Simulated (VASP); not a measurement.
# ZnS (R3m) in VASP: settings compared

The runs below take ZnS through single point, with LDA, PBE.

Program: VASP 6.6.1. These are calculated values, not measurements. Logs are shortened: lines on timing, memory, paths and dates and some standing lists are left out, and cuts for length are marked.

### Step 1. The cell of the first run

It takes space group R3m (No. 160, trigonal). The conventional cell has a = 3.807 Å, b = 3.807 Å, c = 28.065 Å, α = 90.00°, β = 90.00°, γ = 120.00°. Zn (site symmetry 3m) has 4 S at 2.33 to 2.34 Å within 3.1 Å. Zn (site symmetry 3m) has 4 S at 2.33 Å within 3.1 Å. Zn (site symmetry 3m) has 4 S at 2.33 to 2.34 Å within 3.1 Å. Within 3.1 Å of S (site symmetry 3m) lie 4 Zn at 2.33 to 2.34 Å. S (site symmetry 3m) has 4 Zn at 2.33 to 2.34 Å within 3.1 Å. Within 3.1 Å of S (site symmetry 3m) lie 4 Zn at 2.33 Å.

### Step 2. Single point, LDA

File INCAR:

```
SYSTEM = ZnS
ALGO     = Normal         ! electronic algorithm
EDIFF    = 1E-6           ! SCF threshold, eV
ENCUT    = 520            ! plane-wave cutoff, eV
GGA      = CA             ! functional
ISIF     = 2              ! what is computed and relaxed
ISMEAR   = 0              ! smearing method
LASPH    = .TRUE.         ! aspherical terms in the spheres
LCHARG   = .TRUE.         ! write CHGCAR
LELF     = .TRUE.         ! ELF
LREAL    = .FALSE.        ! projectors in reciprocal space
LVHAR    = .TRUE.       
LWAVE    = .FALSE.        ! write WAVECAR
NBANDS   = 36             ! bands
NELM     = 60             ! most SCF steps
PREC     = Accurate       ! precision mode
SIGMA    = 0.01           ! smearing width, eV
```

File KPOINTS:

```
k-points
0
G
  8 8 8
  0 0 0
```

File POSCAR:

```
ZnS
1.0
    1.9034643333      1.0989656452      9.3548591394
   -1.9034643333      1.0989656452      9.3548591394
    0.0000000000     -2.1979312904      9.3548591394
Zn S
3 3
Direct
    0.9999752234      0.9999752234      0.9999752234
    0.2222749271      0.2222749271      0.2222749271
    0.4445585037      0.4445585037      0.4445585037
    0.0832701742      0.0832701742      0.0832701742
    0.5278391406      0.5278391406      0.5278391406
    0.3054080311      0.3054080311      0.3054080311
```

Potentials or basis: VASP PAW LDA potentials, release 64 (Zn, S).

On the command line:

```
cat potpaw_LDA.64/Zn/POTCAR potpaw_LDA.64/S/POTCAR > POTCAR
mpirun -np 1 vasp_std > vasp.out
```

OUTCAR:

```text
SYSTEM = ZnS
   EDIFF = 1E-6
   ENCUT = 520
   GGA = CA
   ISIF = 2
   ISMEAR = 0
   LASPH = .TRUE.
   LREAL = .FALSE.
   NELM = 60
   PREC = Accurate

 ion  position               nearest neighbor table
   1  1.000  1.000  1.000-   6 2.33   6 2.33   6 2.33   4 2.34
   2  0.222  0.222  0.222-   5 2.33   5 2.33   5 2.33   6 2.33
   3  0.445  0.445  0.445-   4 2.33   4 2.33   4 2.33   5 2.34
   4  0.083  0.083  0.083-   3 2.33   3 2.33   3 2.33   1 2.34
   5  0.528  0.528  0.528-   2 2.33   2 2.33   2 2.33   3 2.34
   6  0.305  0.305  0.305-   2 2.33   1 2.33   1 2.33   1 2.33

  LATTYP: Found a trigonal (rhomboedric) cell.
 ALAT       =     9.6095937206
 COS(alpha) =     0.9215289563

  Lattice vectors:

 A1 = (   1.9034643333,   1.0989656452,   9.3548591394)
 A2 = (  -1.9034643333,   1.0989656452,   9.3548591394)
 A3 = (   0.0000000000,  -2.1979312904,   9.3548591394)

Analysis of symmetry for initial positions (statically):
=====================================================================
 Subroutine PRICEL returns:
 Original cell was already a primitive cell.

 Routine SETGRP: Setting up the symmetry group for a
 trigonal (rhombohedral) supercell.

 Subroutine GETGRP returns: Found  6 space group operations
 (whereof  6 operations were pure point group operations)
 out of a pool of 12 trial point group operations.

The static configuration has the point symmetry C_3v.

Analysis of symmetry for dynamics (positions and initial velocities):
=====================================================================
 Subroutine PRICEL returns:
 Original cell was already a primitive cell.

 Routine SETGRP: Setting up the symmetry group for a
 trigonal (rhombohedral) supercell.

 Subroutine GETGRP returns: Found  6 space group operations
 (whereof  6 operations were pure point group operations)
 out of a pool of 12 trial point group operations.

The dynamic configuration has the point symmetry C_3v.

 Subroutine INISYM returns: Found  6 space group operations
 (whereof  6 operations are pure point group operations),
 and found     1 'primitive' translations

----------------------------------------------------------------------------------------

                                     Primitive cell

  volume of cell :     117.4133

[... 90 lines left out ...]
   ISPIN  =      1    spin polarized calculation?
   LNONCOLLINEAR =      F non collinear calculations
   LSORBIT =      F    spin-orbit coupling
   LASPH  =      T    aspherical Exc in radial PAW
   ENCUT  =  520.0 eV  38.22 Ry    6.18 a.u.  17.87 17.87 17.87*2*pi/ulx,y,z
   NELM   =     60;   NELMIN=  2; NELMDL= -5     # of ELM steps
   EDIFF  = 0.1E-05   stopping-criterion for ELM
   LREAL  =      F    real-space projection
   EDIFFG = 0.1E-04   stopping-criterion for IOM
   NSW    =      0    number of steps for IOM
   IBRION =     -1    ionic relax: 0-MD 1-quasi-New 2-CG
   NFREE  =      0    steps in history (QN), initial steepest desc. (CG)
   ISIF   =      2    stress and relaxation
   ISYM   =      2    0-nonsym 1-usesym 2-fastsym
   POTIM  = 0.5000    time-step for ionic-motion
   TEBEG  =    0.0;   TEEND  =   0.0 temperature during run
   PSTRESS=    0.0 pullay stress
   NELECT =      54.0000    total number of electrons
   NUPDOWN=      -1.0000    fix difference up-down
   EMIN   =  10.00;   EMAX   =-10.00  energy-range for DOS
   EFERMI =   0.00;   METHOD = LEGACY
   ISMEAR =     0;   SIGMA  =   0.01  broadening in eV -4-tet -1-fermi 0-gaus
   EFERMI_NEDOS =   21; number of points for ismear=-14 and -15
   IALGO  =     38    algorithm
   IMIX   =      4    mixing-type and parameters
     AMIX     =   0.40;   BMIX     =  1.00
     AMIX_MAG =   1.60;   BMIX_MAG =  1.00
  volume/ion in A,a.u.               =      19.57       132.06
  Fermi-wavevector in a.u.,A,eV,Ry     =   1.263670  2.387990 21.726620  1.596862
  Thomas-Fermi vector in A             =   2.397015
   LORBIT       =      0    0 simple, 1 ext, 2 COOP (PROOUT), +10 PAW based schemes
   GGA     = CA    functional components
   LHFCALC =     F    Hartree Fock is set to
   AEXX    =    0.0000 exact exchange contribution
   IVDW    =     0    specifies the selected vdW correction
   LEPSILON=     F    determine dielectric tensor
   LRPA    =     F    only Hartree local field effects (RPA)
 non-spin polarized calculation
 Gauss-broadening in eV      SIGMA  =   0.01
  energy-cutoff  :      520.00
  volume of cell :      117.41
 maximum number of plane-waves:      3182
   NGX = 35   NGY = 35   NGZ = 35

 number of electron      53.9999979 magnetization

 Free energy of the ion-electron system (eV)
  ---------------------------------------------------
  ext. energy  EPLUGINS =         0.00000000
  ---------------------------------------------------
  free energy    TOTEN  =       -24.54369634 eV

  energy without entropy =      -24.54369634  energy(sigma->0) =      -24.54369634

 E-fermi :   2.0820     XC(G=0): -10.0722

 val. band max:        2.0150127812   @ k =   0.0000   0.0000   0.0000
 cond. band min:       3.9830952122   @ k =   0.0000   0.0000   0.0000
 fundamental gap:      1.9680824311
 Fermi energy:         2.0820399355

 k-point     1 :       0.0000    0.0000    0.0000
  band No.  band energies     occupation
      1     -11.1686      2.00000
      2     -10.4819      2.00000
      3     -10.4734      2.00000
      4      -4.5204      2.00000
      5      -4.5115      2.00000
      6      -4.5115      2.00000
[... 925 lines left out ...]
     35       9.2973      0.00000
     36       9.6935      0.00000

 [... further k-points ...]
[... 5 lines left out ...]
  --------------------------------------------------------------------------------------
  -------------------------------------------------------------------------------------
  Total       -2.7718793     -2.7718793     -2.7679710      0.0000000      0.0000000      0.0000000
  in kB      -37.8240069    -37.8240069    -37.7706755      0.0000000      0.0000000      0.0000000
  external PRESSURE =     -37.8062298 kB  Pullay stress =       0.0000000 kB

 VOLUME and BASIS-vectors are now :
 -----------------------------------------------------------------------------
  energy-cutoff  :      520.00
  volume of cell :      117.41
      direct lattice vectors                 reciprocal lattice vectors
     1.903464333  1.098965645  9.354859139     0.262678943  0.151657759  0.035632106
    -1.903464333  1.098965645  9.354859139    -0.262678943  0.151657759  0.035632106
     0.000000000 -2.197931290  9.354859139     0.000000000 -0.303315517  0.035632106

 POSITION                                       TOTAL-FORCE (eV/Angst)
 -----------------------------------------------------------------------------------
      0.00000      0.00000     28.06388         0.000000     -0.000000     -0.004280
      0.00000      0.00000      6.23805         0.000000      0.000000      0.003348
      0.00000      0.00000     12.47635         0.000000     -0.000000     -0.003593
      0.00000      0.00000      2.33694         0.000000      0.000000      0.005806
      0.00000      0.00000     14.81358         0.000000     -0.000000      0.000760
      0.00000      0.00000      8.57115         0.000000     -0.000000     -0.002042
 -----------------------------------------------------------------------------------
    total drift:                                0.000000     -0.000000      0.000614

  FREE ENERGIE OF THE ION-ELECTRON SYSTEM (eV)
  ---------------------------------------------------
  free  energy   TOTEN  =       -24.5436963382 eV

  energy  without entropy=      -24.5436963382  energy(sigma->0) =      -24.54369634
```

It took 14 min on 1 thread of Intel Xeon 6975P-C (Granite Rapids), shared host; peak memory 0.59 GiB.

Results:

- Free energy: -24.5437 eV
- Pressure: -3.8 GPa
- Largest force: 0.006 eV/Å
- Band gap on the k mesh: 1.97 eV

Forces on the atoms (eV/Å):
```
Zn   0.000  0.000 -0.004
Zn   0.000  0.000  0.003
Zn   0.000  0.000 -0.004
S    0.000  0.000  0.006
S    0.000  0.000  0.001
S    0.000  0.000 -0.002
```

Levels at points of the mesh, in eV from the valence-band top:
| k point | band 24 | band 25 | band 26 | band 27 | band 28 | band 29 | band 30 | band 31 |
| --- | --- | --- | --- | --- | --- | --- | --- | --- |
| (0.00, 0.00, 0.00) | -0.69 | -0.06 | 0.00 | 0.00 | 1.97 | 3.13 | 3.28 | 6.18 |
| (0.50, 0.00, 0.00) | -1.98 | -1.96 | -1.33 | -0.90 | 3.13 | 3.71 | 3.87 | 4.72 |
| (0.50, 0.50, 0.00) | -1.92 | -1.30 | -1.29 | -1.29 | 3.13 | 3.45 | 4.10 | 4.79 |
| (0.50, 0.50, 0.50) | -0.25 | -0.25 | -0.24 | -0.24 | 2.98 | 3.11 | 3.24 | 6.10 |

Caveat: the cell stands under tension. A k mesh can miss the band edges.

### Step 3. Single point, PBE

This run uses another cell than the first one, of 20.18 Å³/atom.

File INCAR:

```
SYSTEM = ZnS
PREC     = Accurate       ! precision mode
ENCUT    = 520            ! plane-wave cutoff, eV
EDIFF    = 1E-6           ! SCF threshold, eV
ISMEAR   = -1             ! smearing method
SIGMA    = 0.02           ! smearing width, eV
LREAL    = .False.        ! projectors in reciprocal space
LASPH    = .True.         ! aspherical terms in the spheres
NELM     = 60             ! most SCF steps
ALGO     = Normal         ! electronic algorithm
ISIF     = 2              ! what is computed and relaxed
LWAVE    = .False.        ! write WAVECAR
LCHARG   = .True.         ! write CHGCAR
GGA      = PE             ! functional
LELF     = .True.         ! ELF
LVHAR    = .True.       
NBANDS   = 36             ! bands
```

File KPOINTS:

```
regular mesh
0
Gamma
  8 8 8
  0 0 0
```

File POSCAR:

```
ZnS
1.0
    1.9231320561      1.1103208103      9.4490839789
   -1.9231320561      1.1103208103      9.4490839789
    0.0000000000     -2.2206416205      9.4490839789
Zn S
3 3
Direct
    0.9999660400      0.9999660400      0.9999660400
    0.2222539122      0.2222539122      0.2222539122
    0.4445322395      0.4445322395      0.4445322395
    0.0832950501      0.0832950501      0.0832950501
    0.5278527708      0.5278527708      0.5278527708
    0.3054259874      0.3054259874      0.3054259874
```

Potentials or basis: VASP PAW PBE potentials, release 64 (Zn, S).

On the command line:

```
cat potpaw_PBE.64/Zn/POTCAR potpaw_PBE.64/S/POTCAR > POTCAR
mpirun -np 1 vasp_std > vasp.out
```

OUTCAR:

```text
SYSTEM = ZnS
   PREC = Accurate
   ENCUT = 520
   EDIFF = 1E-6
   ISMEAR = -1
   LREAL = .False.
   LASPH = .True.
   NELM = 60
   ISIF = 2
   GGA = PE

 ion  position               nearest neighbor table
   1  1.000  1.000  1.000-   6 2.36   6 2.36   6 2.36   4 2.36
   2  0.222  0.222  0.222-   5 2.36   5 2.36   5 2.36   6 2.36
   3  0.445  0.445  0.445-   4 2.36   4 2.36   4 2.36   5 2.36
   4  0.083  0.083  0.083-   3 2.36   3 2.36   3 2.36   1 2.36
   5  0.528  0.528  0.528-   2 2.36   2 2.36   2 2.36   3 2.36
[... 1143 lines left out ...]
  -------------------------------------------------------------------------------------
  Total        0.1168403      0.1168403      0.1044293      0.0000000      0.0000000     -0.0000000
  in kB        1.5463386      1.5463386      1.3820834      0.0000000      0.0000000     -0.0000000
  external PRESSURE =       1.4915869 kB  Pullay stress =       0.0000000 kB

 VOLUME and BASIS-vectors are now :
 -----------------------------------------------------------------------------
  energy-cutoff  :      520.00
  volume of cell :      121.06
      direct lattice vectors                 reciprocal lattice vectors
     1.923132056  1.110320810  9.449083979     0.259992546  0.150106767  0.035276788
    -1.923132056  1.110320810  9.449083979    -0.259992546  0.150106767  0.035276788
     0.000000000 -2.220641620  9.449083979     0.000000000 -0.300213533  0.035276788

 POSITION                                       TOTAL-FORCE (eV/Angst)
 -----------------------------------------------------------------------------------
      0.00000      0.00000     28.34629         0.000000      0.000000      0.002075
      0.00000      0.00000      6.30029         0.000000      0.000000      0.002980
      0.00000      0.00000     12.60127         0.000000      0.000000      0.003309
      0.00000      0.00000      2.36119         0.000000     -0.000000     -0.001900
      0.00000      0.00000     14.96318         0.000000     -0.000000     -0.004023
      0.00000      0.00000      8.65799         0.000000     -0.000000     -0.002441
 -----------------------------------------------------------------------------------
    total drift:                                0.000000     -0.000000      0.000130

  FREE ENERGIE OF THE ION-ELECTRON SYSTEM (eV)
  ---------------------------------------------------
  free  energy   TOTEN  =       -20.5466926955 eV

  energy  without entropy=      -20.5466926955  energy(sigma->0) =      -20.54669270
```

OSZICAR:

```text
N       E                     dE             d eps       ncg     rms          rms(c)
DAV:   1     0.417056221401E+03    0.41706E+03   -0.25318E+04  4680   0.181E+03
DAV:   2     0.294311231400E+02   -0.38763E+03   -0.37228E+03  4732   0.401E+02
DAV:   3    -0.198928528284E+02   -0.49324E+02   -0.48713E+02  5268   0.137E+02
DAV:   4    -0.217984487140E+02   -0.19056E+01   -0.18984E+01  5736   0.269E+01
DAV:   5    -0.218273377464E+02   -0.28889E-01   -0.28874E-01  5652   0.333E+00    0.115E+01
DAV:   6    -0.205330439213E+02    0.12943E+01   -0.26113E+00  6808   0.395E+01    0.894E+00
DAV:   7    -0.205733189303E+02   -0.40275E-01   -0.26292E+00  5200   0.746E+00    0.369E+00
DAV:   8    -0.205452014374E+02    0.28117E-01   -0.13505E-01  6120   0.357E+00    0.105E+00
DAV:   9    -0.205460909397E+02   -0.88950E-03   -0.30599E-02  6272   0.217E+00    0.314E-01
DAV:  10    -0.205463079210E+02   -0.21698E-03   -0.18041E-03  5968   0.552E-01    0.154E-01
DAV:  11    -0.205466826243E+02   -0.37470E-03   -0.61393E-04  5228   0.363E-01    0.104E-01
DAV:  12    -0.205466873980E+02   -0.47737E-05   -0.11768E-04  5776   0.300E-01    0.148E-02
DAV:  13    -0.205466892906E+02   -0.18926E-05   -0.21532E-05  5608   0.385E-02    0.136E-02
DAV:  14    -0.205466922409E+02   -0.29504E-05   -0.49693E-06  5136   0.328E-02    0.285E-03
DAV:  15    -0.205466926955E+02   -0.45453E-06   -0.17142E-06  4372   0.224E-02
   1 F= -.20546693E+02 E0= -.20546693E+02  d E =-.498689E-11
```

Run time: 18 min. Hardware: 1 thread of Intel Xeon 6975P-C (Granite Rapids), shared host; peak memory 0.78 GiB.

Results:

```
Free energy            : -20.5467 eV
Pressure               : 0.1 GPa
Largest force          : 0.004 eV/Å
Band gap on the k mesh : 2.06 eV
```

Forces on the atoms (eV/Å):
```
Zn   0.000  0.000  0.002
Zn   0.000  0.000  0.003
Zn   0.000  0.000  0.003
S    0.000  0.000 -0.002
S    0.000  0.000 -0.004
S    0.000  0.000 -0.002
```

A k mesh can miss the band edges.
